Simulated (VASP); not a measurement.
# Co (P6_3/mmc) in VASP: a series of runs, part 2 of 2

VASP 6.6.1. The steps go on from the part before.

## Step 4: Single point, PBE

This run uses another cell than the first one, of 10.37 Å³/atom, 0.956 times its volume.

INCAR

```
SYSTEM = Co
PREC     = Accurate       ! precision mode
ENCUT    = 600            ! plane-wave cutoff, eV
EDIFF    = 1E-6           ! SCF threshold, eV
ISMEAR   = -1             ! smearing method
SIGMA    = 0.03           ! smearing width, eV
LREAL    = .FALSE.        ! projectors in reciprocal space
LASPH    = .TRUE.         ! aspherical terms in the spheres
NELM     = 120            ! most SCF steps
ALGO     = Normal         ! electronic algorithm
ISIF     = 2              ! what is computed and relaxed
LWAVE    = .FALSE.        ! write WAVECAR
LCHARG   = .FALSE.        ! write CHGCAR
GGA      = PE             ! functional
NBANDS   = 16             ! bands
GGA_COMPAT= .FALSE.
```

KPOINTS

```
Automatic mesh
0
G
  15 15 8
  0 0 0
```

POSCAR

```
Co
1.0
    2.4583936733      0.0000000000      0.0000000000
   -1.2291968366      2.1290313736      0.0000000000
    0.0000000000      0.0000000000      3.9606917934
Co
2
Direct
    0.3333333333      0.6666666667      0.2500000000
    0.6666666667      0.3333333333      0.7500000000
```

Potentials or basis: VASP PAW PBE potentials, release 64 (Co).

On the command line:

```sh
cat potpaw_PBE.64/Co/POTCAR > POTCAR
mpirun -np 1 vasp_std > vasp.out
```

OUTCAR:

```text
SYSTEM = Co
   PREC = Accurate
   ENCUT = 600
   EDIFF = 1E-6
   ISMEAR = -1
   LREAL = .FALSE.
   LASPH = .TRUE.
   NELM = 120
   ISIF = 2
   GGA = PE

 ion  position               nearest neighbor table
   1  0.333  0.667  0.250-   2 2.44   2 2.44   2 2.44   2 2.44   2 2.44   2 2.44
   2  0.667  0.333  0.750-   1 2.44   1 2.44   1 2.44   1 2.44   1 2.44   1 2.44

  LATTYP: Found a hexagonal cell.
 ALAT       =     2.4583936733
 C/A-ratio  =     1.6110893208

  Lattice vectors:
[... 194 lines left out ...]
      5       8.9749      2.00000
      6       9.3393      2.00000
[... 433 lines left out ...]
      3       7.0076      2.00000
      4       7.9489      2.00000
      5       8.5976      2.00000
      6       8.8335      2.00000
[... 8 lines left out ...]
     15      22.8586      0.00000
     16      24.8172      0.00000

 [... further k-points ...]
[... 5 lines left out ...]
  --------------------------------------------------------------------------------------
  -------------------------------------------------------------------------------------
  Total       -0.2053064     -0.2053064     -0.2019065     -0.0000000     -0.0000000      0.0000000
  in kB      -15.8675002    -15.8675002    -15.6047353     -0.0000000     -0.0000000      0.0000000
  external PRESSURE =     -15.7799119 kB  Pullay stress =       0.0000000 kB

 VOLUME and BASIS-vectors are now :
 -----------------------------------------------------------------------------
  energy-cutoff  :      600.00
  volume of cell :       20.73
      direct lattice vectors                 reciprocal lattice vectors
     2.458393673  0.000000000  0.000000000     0.406769677  0.234848582  0.000000000
    -1.229196837  2.129031374  0.000000000     0.000000000  0.469697165  0.000000000
     0.000000000  0.000000000  3.960691793     0.000000000  0.000000000  0.252481145

 POSITION                                       TOTAL-FORCE (eV/Angst)
 -----------------------------------------------------------------------------------
     -0.00000      1.41935      0.99017        -0.000000      0.000000      0.000000
      1.22920      0.70968      2.97052         0.000000     -0.000000      0.000000
 -----------------------------------------------------------------------------------
    total drift:                               -0.000000     -0.000000     -0.000000

  FREE ENERGIE OF THE ION-ELECTRON SYSTEM (eV)
  ---------------------------------------------------
  free  energy   TOTEN  =       -13.6471427852 eV

  energy  without entropy=      -13.6300912449  energy(sigma->0) =      -13.63861702
```

stdout:

```text
POSCAR found type information on POSCAR Co
 POSCAR found :  1 types and       2 ions
 scaLAPACK will be used
 LDA part: xc-table for (Slater+PW92), standard interpolation
 POSCAR, INCAR and KPOINTS ok, starting setup
 FFT: planning ... GRIDC
 FFT: planning ... GRID_SOFT
 FFT: planning ... GRID
 WAVECAR not read
 entering main loop
```

Run time: 32 s. Hardware: 1 thread of AMD EPYC 9R45 (Zen 5), shared host; peak memory 0.13 GiB.

Results:

- Free energy: -13.6471 eV
- Pressure: -1.6 GPa
- Band gap on the k mesh: zero (band 9 reaches 11.21 eV, above the bottom of band 10 at 9.67 eV)

Caveat: the run has no spin polarisation, though such a crystal can be magnetic.

## Step 5: Single point, PBE

This run uses another cell than the first one, of 10.37 Å³/atom, 0.956 times its volume.

INCAR

```
  PREC = Accurate
  ENCUT = 600
  EDIFF = 1E-6
  ISMEAR = -1
  SIGMA = 0.2
  LREAL = F
  LASPH = T
  NELM = 120
  ALGO = Normal
  ISIF = 2
  LWAVE = F
  LCHARG = F
  GGA = PE
  NBANDS = 16
  GGA_COMPAT = F
```

KPOINTS

```
regular mesh
0
Gamma
  15 15 8
```

POSCAR is that of step 4.

On the command line:

```sh
cat potpaw_PBE.64/Co/POTCAR > POTCAR
mpirun -np 1 vasp_std > vasp.out
```

Wall time 34 s (1 thread of AMD EPYC 9R45 (Zen 5), shared host); peak memory 0.14 GiB.

It converged, with:

```yaml
Free_energy: -13.9740 eV
Pressure: 1.5 GPa
Band_gap_on_the_k_mesh: zero (band 9 reaches 11.25 eV, above the bottom of band 10 at 9.69 eV)
```

Stress tensor (GPa, compression positive):
```
1.56 0.00 0.00
0.00 1.56 0.00
0.00 0.00 1.24
```

Levels at points of the mesh, in eV from the Fermi level:
```tsv
k point	band 7	band 8	band 9	band 10	band 11	band 12
(0.00, 0.00, 0.00)	-1.48	-1.11	-1.11	-0.02	0.14	0.14
(0.00, 0.00, 0.50)	-1.93	-1.93	-0.20	-0.20	-0.20	-0.20
```

Caveat: the run has no spin polarisation, though such a crystal can be magnetic. Spin polarisation is off, so any magnetic state and its effect on volume and gap are missing.

## Step 6: Summary

```csv
spin,cell,k mesh,cutoff (eV),smearing,gap on the mesh (eV),pressure (GPa)
"collinear, ferromagnetic start","a = 2.494, b = 2.494, c = 4.028 Å, angles 90.0, 90.0, 120.0°, 2 atoms",14 × 14 × 8,520,fermi-dirac 0.2 eV,none,0.1
off,"a = 2.458, b = 2.458, c = 3.961 Å, angles 90.0, 90.0, 120.0°, 2 atoms",15 × 15 × 8,600,fermi-dirac 0.01 eV,none,-1.9
off,"a = 2.458, b = 2.458, c = 3.961 Å, angles 90.0, 90.0, 120.0°, 2 atoms",15 × 15 × 8,600,fermi-dirac 0.03 eV,none,-1.6
off,"a = 2.458, b = 2.458, c = 3.961 Å, angles 90.0, 90.0, 120.0°, 2 atoms",15 × 15 × 8,600,fermi-dirac 0.2 eV,none,1.5
```

Alike in all rows: task single point; level PBE; potentials or basis VASP PAW PBE potentials, release 64 (Co).

Total energies depend on the potentials used, so only differences within one code and one set of settings carry meaning.
